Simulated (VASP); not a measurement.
# In3Cu (Pm-3m) in VASP: a series of runs

Runs on In3Cu. Level: LDA. Tasks: single point.

All numbers are computed with VASP 6.6.1; they aren't measurements. Logs are shortened: lines on timing, memory, paths and dates and some standing lists are left out, and cuts for length are marked.

## 1. The cell of the first run

Symmetry: Pm-3m, No. 221, cubic system. The conventional cell has a = 4.212 Å, b = 4.212 Å, c = 4.212 Å, α = 90.00°, β = 90.00°, γ = 90.00°. Within 3.9 Å of In (site symmetry 4/mmm) lie 8 In at 2.98 Å and 4 Cu at 2.98 Å. Cu (site symmetry m-3m) has 12 In at 2.98 Å within 3.9 Å.

## 2. Single point, LDA

File INCAR:

```
SYSTEM = In3Cu
PREC = Accurate
ENCUT = 520
EDIFF = 1E-6
ISMEAR = 0
SIGMA = 0.15
LREAL = .FALSE.
LASPH = .TRUE.
NELM = 60
ALGO = Fast
ISIF = 2
LWAVE = .FALSE.
LCHARG = .TRUE.
GGA = CA
LELF = .TRUE.
LVHAR = .TRUE.
NBANDS = 33
```

File KPOINTS:

```
regular mesh
0
G
  10 10 10
  0 0 0
```

File POSCAR:

```
In3Cu
1.0
    4.2123596621      0.0000000000      0.0000000000
    0.0000000000      4.2123596621      0.0000000000
    0.0000000000      0.0000000000      4.2123596621
In Cu
3 1
Direct
    0.0000000000      0.5000000000      0.5000000000
    0.5000000000      0.0000000000      0.5000000000
    0.5000000000      0.5000000000      0.0000000000
    0.0000000000      0.0000000000      0.0000000000
```

Potentials or basis: VASP PAW LDA potentials, release 64 (In_d, Cu).

The run is started by

```bash
cat potpaw_LDA.64/In_d/POTCAR potpaw_LDA.64/Cu/POTCAR > POTCAR
mpirun -np 1 vasp_std > vasp.out
```

OUTCAR:

```text
SYSTEM = In3Cu
   PREC = Accurate
   ENCUT = 520
   EDIFF = 1E-6
   ISMEAR = 0
   LREAL = .FALSE.
   LASPH = .TRUE.
   NELM = 60
   ISIF = 2
   GGA = CA

 ion  position               nearest neighbor table
   1  0.000  0.500  0.500-   2 2.98   3 2.98   4 2.98   3 2.98   4 2.98   2 2.98   4 2.98   4 2.98
                             2 2.98   3 2.98   3 2.98   2 2.98
   2  0.500  0.000  0.500-   1 2.98   3 2.98   4 2.98   3 2.98   4 2.98   1 2.98   3 2.98   3 2.98
                             1 2.98   4 2.98   4 2.98   1 2.98
   3  0.500  0.500  0.000-   1 2.98   2 2.98   4 2.98   1 2.98   2 2.98   2 2.98   4 2.98   2 2.98
                             1 2.98   4 2.98   1 2.98   4 2.98
   4  0.000  0.000  0.000-   1 2.98   2 2.98   3 2.98   1 2.98   2 2.98   1 2.98   3 2.98   1 2.98
                             2 2.98   3 2.98   2 2.98   3 2.98

  LATTYP: Found a simple cubic cell.
 ALAT       =     4.2123596621

  Lattice vectors:

 A1 = (   4.2123596621,   0.0000000000,   0.0000000000)
 A2 = (   0.0000000000,   4.2123596621,   0.0000000000)
 A3 = (   0.0000000000,   0.0000000000,   4.2123596621)

Analysis of symmetry for initial positions (statically):
=====================================================================
 Subroutine PRICEL returns:
 Original cell was already a primitive cell.

 Routine SETGRP: Setting up the symmetry group for a
 simple cubic supercell.

 Subroutine GETGRP returns: Found 48 space group operations
 (whereof 48 operations were pure point group operations)
 out of a pool of 48 trial point group operations.

The static configuration has the point symmetry O_h .

Analysis of symmetry for dynamics (positions and initial velocities):
=====================================================================
 Subroutine PRICEL returns:
 Original cell was already a primitive cell.

 Routine SETGRP: Setting up the symmetry group for a
 simple cubic supercell.

 Subroutine GETGRP returns: Found 48 space group operations
 (whereof 48 operations were pure point group operations)
 out of a pool of 48 trial point group operations.

The dynamic configuration has the point symmetry O_h .

 Subroutine INISYM returns: Found 48 space group operations
 (whereof 48 operations are pure point group operations),
 and found     1 'primitive' translations

----------------------------------------------------------------------------------------

                                     Primitive cell

  volume of cell :      74.7440

  direct lattice vectors                    reciprocal lattice vectors
     4.212359662  0.000000000  0.000000000     0.237396633  0.000000000  0.000000000
     0.000000000  4.212359662  0.000000000     0.000000000  0.237396633  0.000000000
     0.000000000  0.000000000  4.212359662     0.000000000  0.000000000  0.237396633

  length of vectors
     4.212359662  4.212359662  4.212359662     0.237396633  0.237396633  0.237396633

  position of ions in fractional coordinates (direct lattice)
     0.000000000  0.500000000  0.500000000
     0.500000000  0.000000000  0.500000000
     0.500000000  0.500000000  0.000000000
     0.000000000  0.000000000  0.000000000

  ion indices of the primitive-cell ions
   primitive index   ion index
                 1           1
                 2           2
                 3           3
                 4           4

----------------------------------------------------------------------------------------

 KPOINTS: regular mesh

Automatic generation of k-mesh.
 Grid dimensions read from file:
 generate k-points for:   10   10   10

 Generating k-lattice:

  Cartesian coordinates                     Fractional coordinates (reciprocal lattice)
     0.023739663  0.000000000  0.000000000     0.100000000  0.000000000  0.000000000
     0.000000000  0.023739663  0.000000000     0.000000000  0.100000000  0.000000000
     0.000000000  0.000000000  0.023739663     0.000000000  0.000000000  0.100000000

  Length of vectors
     0.023739663  0.023739663  0.023739663

  Shift w.r.t. Gamma in fractional coordinates (k-lattice)
     0.000000000  0.000000000  0.000000000

 Subroutine IBZKPT returns following result:
 ===========================================

 Found     56 irreducible k-points:

 Following reciprocal coordinates:
            Coordinates               Weight
  0.000000  0.000000  0.000000      1.000000
  0.100000  0.000000  0.000000      6.000000
  0.200000  0.000000  0.000000      6.000000
  0.300000  0.000000  0.000000      6.000000
  0.400000  0.000000  0.000000      6.000000
  0.500000  0.000000  0.000000      3.000000
[... 16 lines left out ...]
  0.200000  0.100000  0.100000     24.000000
  0.300000  0.100000  0.100000     24.000000
 [... further k-points ...]
   k-points           NKPTS =     56   k-points in BZ     NKDIM =     56   number of bands    NBANDS=     33
   number of dos      NEDOS =    301   number of ions     NIONS =      4
   total plane-waves  NPLWV =  32768
   dimension x,y,z NGX =    32 NGY =   32 NGZ =   32
   dimension x,y,z NGXF=    64 NGYF=   64 NGZF=   64
   ions per type =               3   1
   NGX,Y,Z   is equivalent  to a cutoff of  12.63, 12.63, 12.63 a.u.
   NGXF,Y,Z  is equivalent  to a cutoff of  25.26, 25.26, 25.26 a.u.
 SYSTEM =  In3Cu
   PREC   = accura    normal or accurate (medium, high low for compatibility)
   ISTART =      0    job   : 0-new  1-cont  2-samecut
   ICHARG =      2    charge: 1-file 2-atom 10-const
   ISPIN  =      1    spin polarized calculation?
   LNONCOLLINEAR =      F non collinear calculations
   LSORBIT =      F    spin-orbit coupling
   LASPH  =      T    aspherical Exc in radial PAW
   ENCUT  =  520.0 eV  38.22 Ry    6.18 a.u.   7.83  7.83  7.83*2*pi/ulx,y,z
   NELM   =     60;   NELMIN=  2; NELMDL= -5     # of ELM steps
   EDIFF  = 0.1E-05   stopping-criterion for ELM
   LREAL  =      F    real-space projection
   EDIFFG = 0.1E-04   stopping-criterion for IOM
   NSW    =      0    number of steps for IOM
   IBRION =     -1    ionic relax: 0-MD 1-quasi-New 2-CG
   NFREE  =      0    steps in history (QN), initial steepest desc. (CG)
   ISIF   =      2    stress and relaxation
   ISYM   =      2    0-nonsym 1-usesym 2-fastsym
   POTIM  = 0.5000    time-step for ionic-motion
   TEBEG  =    0.0;   TEEND  =   0.0 temperature during run
   PSTRESS=    0.0 pullay stress
   NELECT =      50.0000    total number of electrons
   NUPDOWN=      -1.0000    fix difference up-down
   EMIN   =  10.00;   EMAX   =-10.00  energy-range for DOS
   EFERMI =   0.00;   METHOD = LEGACY
   ISMEAR =     0;   SIGMA  =   0.15  broadening in eV -4-tet -1-fermi 0-gaus
   EFERMI_NEDOS =   21; number of points for ismear=-14 and -15
   IALGO  =     68    algorithm
   IMIX   =      4    mixing-type and parameters
     AMIX     =   0.40;   BMIX     =  1.00
     AMIX_MAG =   1.60;   BMIX_MAG =  1.00
  volume/ion in A,a.u.               =      18.69       126.10
  Fermi-wavevector in a.u.,A,eV,Ry     =   1.431768  2.705650 27.891403  2.049960
  Thomas-Fermi vector in A             =   2.551469
   LORBIT       =      0    0 simple, 1 ext, 2 COOP (PROOUT), +10 PAW based schemes
   GGA     = CA    functional components
   LHFCALC =     F    Hartree Fock is set to
   AEXX    =    0.0000 exact exchange contribution
   IVDW    =     0    specifies the selected vdW correction
   LEPSILON=     F    determine dielectric tensor
   LRPA    =     F    only Hartree local field effects (RPA)
 non-spin polarized calculation
 RMM-DIIS sequential band-by-band and
 Gauss-broadening in eV      SIGMA  =   0.15
  energy-cutoff  :      520.00
  volume of cell :       74.74
 maximum number of plane-waves:      2040
 NGX is ok and might be reduce to    32
   NGX = 15   NGY = 15   NGZ = 15

 number of electron      50.0000079 magnetization

 Free energy of the ion-electron system (eV)
  ---------------------------------------------------
  ext. energy  EPLUGINS =         0.00000000
  ---------------------------------------------------
  free energy    TOTEN  =       -13.50118629 eV

  energy without entropy =      -13.48222047  energy(sigma->0) =      -13.49170338

 E-fermi :   9.7836     XC(G=0): -11.8699

 val. band max:        9.7699452498   @ k =   0.5000   0.5000   0.3000
 cond. band min:       9.7996019178   @ k =   0.3000   0.2000   0.1000
 fundamental gap:      0.0296566681
 Fermi energy:         9.7836112974

 k-point     1 :       0.0000    0.0000    0.0000
  band No.  band energies     occupation
      1      -5.7800      2.00000
      2      -5.7131      2.00000
      3      -5.7131      2.00000
      4      -5.7131      2.00000
      5      -5.3830      2.00000
      6      -5.3830      2.00000
[... 25 lines left out ...]
     32      15.7403      0.00000
     33      15.7403      0.00000

 k-point     2 :       0.1000    0.0000    0.0000
  band No.  band energies     occupation
      1      -5.7584      2.00000
      2      -5.7079      2.00000
      3      -5.6900      2.00000
      4      -5.6900      2.00000
      5      -5.3780      2.00000
      6      -5.3646      2.00000
[... 25 lines left out ...]
     32      15.7129      0.00000
     33      15.7129      0.00000

 k-point     3 :       0.2000    0.0000    0.0000
  band No.  band energies     occupation
      1      -5.6975      2.00000
      2      -5.6940      2.00000
      3      -5.6220      2.00000
      4      -5.6220      2.00000
      5      -5.3643      2.00000
      6      -5.3124      2.00000
[... 25 lines left out ...]
     32      16.0439      0.00000
     33      16.0439      0.00000

 k-point     4 :       0.3000    0.0000    0.0000
  band No.  band energies     occupation
      1      -5.6758      2.00000
      2      -5.6101      2.00000
      3      -5.5138      2.00000
      4      -5.5138      2.00000
      5      -5.3449      2.00000
      6      -5.2359      2.00000
[... 25 lines left out ...]
     32      16.6384      0.00000
     33      16.6384      0.00000

 k-point     5 :       0.4000    0.0000    0.0000
  band No.  band energies     occupation
      1      -5.6604      2.00000
      2      -5.5233      2.00000
      3      -5.3755      2.00000
      4      -5.3755      2.00000
      5      -5.3205      2.00000
      6      -5.1549      2.00000
[... 604 lines left out ...]
 k-point    22 :       0.1000    0.1000    0.1000
  band No.  band energies     occupation
      1      -5.7260      2.00000
      2      -5.6711      2.00000
      3      -5.6562      2.00000
      4      -5.6562      2.00000
      5      -5.3469      2.00000
      6      -5.3469      2.00000
[... 25 lines left out ...]
     32      16.0131      0.00000
     33      16.0131      0.00000

 k-point    23 :       0.2000    0.1000    0.1000
  band No.  band energies     occupation
      1      -5.6871      2.00000
      2      -5.6415      2.00000
      3      -5.5975      2.00000
      4      -5.5908      2.00000
      5      -5.3327      2.00000
      6      -5.2923      2.00000
[... 25 lines left out ...]
     32      15.7311      0.00000
     33      16.2963      0.00000

 k-point    24 :       0.3000    0.1000    0.1000
  band No.  band energies     occupation
      1      -5.6484      2.00000
      2      -5.5840      2.00000
      3      -5.5028      2.00000
      4      -5.4868      2.00000
      5      -5.3142      2.00000
      6      -5.2139      2.00000
[... 25 lines left out ...]
     32      15.3697      0.00000
     33      16.8677      0.00000

 [... further k-points ...]
[... 5 lines left out ...]
  --------------------------------------------------------------------------------------
  -------------------------------------------------------------------------------------
  Total        2.9583494      2.9583494      2.9583494     -0.0000000     -0.0000000      0.0000000
  in kB       63.4137907     63.4137907     63.4137907     -0.0000000     -0.0000000      0.0000000
  external PRESSURE =      63.4137907 kB  Pullay stress =       0.0000000 kB

 VOLUME and BASIS-vectors are now :
 -----------------------------------------------------------------------------
  energy-cutoff  :      520.00
  volume of cell :       74.74
      direct lattice vectors                 reciprocal lattice vectors
     4.212359662  0.000000000  0.000000000     0.237396633  0.000000000  0.000000000
     0.000000000  4.212359662  0.000000000     0.000000000  0.237396633  0.000000000
     0.000000000  0.000000000  4.212359662     0.000000000  0.000000000  0.237396633

 POSITION                                       TOTAL-FORCE (eV/Angst)
 -----------------------------------------------------------------------------------
      0.00000      2.10618      2.10618         0.000000      0.000000      0.000000
      2.10618      0.00000      2.10618         0.000000      0.000000      0.000000
      2.10618      2.10618      0.00000         0.000000      0.000000      0.000000
      0.00000      0.00000      0.00000         0.000000      0.000000      0.000000
 -----------------------------------------------------------------------------------
    total drift:                               -0.000000     -0.000000     -0.000000

  FREE ENERGIE OF THE ION-ELECTRON SYSTEM (eV)
  ---------------------------------------------------
  free  energy   TOTEN  =       -13.5011862904 eV

  energy  without entropy=      -13.4822204710  energy(sigma->0) =      -13.49170338
```

Wall time 66 s (1 thread of Intel Xeon 6975P-C (Granite Rapids), shared host); peak memory 0.23 GiB.

Results:

| Property | Result |
| --- | --- |
| Free energy | -13.5012 eV |
| Pressure | 6.3 GPa |
| Band gap on the k mesh | zero (band 25 reaches 12.30 eV, above the bottom of band 26 at 7.65 eV) |

Caveat: spin-orbit coupling is left out, which moves the levels of the heavy elements.

## 3. Single point, LDA

This run uses another cell than the first one, of 19.23 Å³/atom, 1.029 times its volume.

File INCAR:

```
PREC = Accurate
ENCUT = 520
EDIFF = 1E-7
ISMEAR = 0
SIGMA = 0.15
LREAL = False
LASPH = True
NELM = 60
ALGO = Fast
ISIF = 2
LWAVE = False
LCHARG = False
GGA = CA
NBANDS = 33
```

File KPOINTS:

```
regular mesh
0
Gamma
  10 10 10
```

File POSCAR:

```
In3Cu
1.0
    4.2526995537      0.0000000000      0.0000000000
    0.0000000000      4.2526995537      0.0000000000
    0.0000000000      0.0000000000      4.2526995537
In Cu
3 1
Direct
    0.0000000000      0.5000000000      0.5000000000
    0.5000000000      0.0000000000      0.5000000000
    0.5000000000      0.5000000000      0.0000000000
    0.0000000000      0.0000000000      0.0000000000
```

Potentials or basis: VASP PAW LDA potentials, release 64 (In_d, Cu).

The run is started by

```bash
cat potpaw_LDA.64/In_d/POTCAR potpaw_LDA.64/Cu/POTCAR > POTCAR
mpirun -np 1 vasp_std > vasp.out
```

It took 63 s on 1 thread of Intel Xeon 6975P-C (Granite Rapids), shared host; peak memory 0.23 GiB.

Results (log left out):

| Quantity | Value |
| --- | --- |
| Free energy | -13.5726 eV |
| Pressure | 3.9 GPa |
| Band gap on the k mesh | zero (band 25 reaches 11.84 eV, above the bottom of band 26 at 7.26 eV) |

Levels at points of the mesh, in eV from the Fermi level:
```csv
k point,band 23,band 24,band 25,band 26,band 27,band 28
"(0.00, 0.00, 0.00)",-2.39,-2.39,-0.37,-0.37,0.71,5.46
"(0.50, 0.00, 0.00)",-0.19,0.36,0.36,1.01,1.01,1.35
"(0.50, 0.50, 0.00)",-2.79,-2.65,2.49,2.69,3.15,3.15
"(0.50, 0.50, 0.50)",-2.88,-2.88,-2.09,-2.09,-2.09,-1.33
```

Caveat: spin-orbit coupling is left out, which moves the levels of the heavy elements.
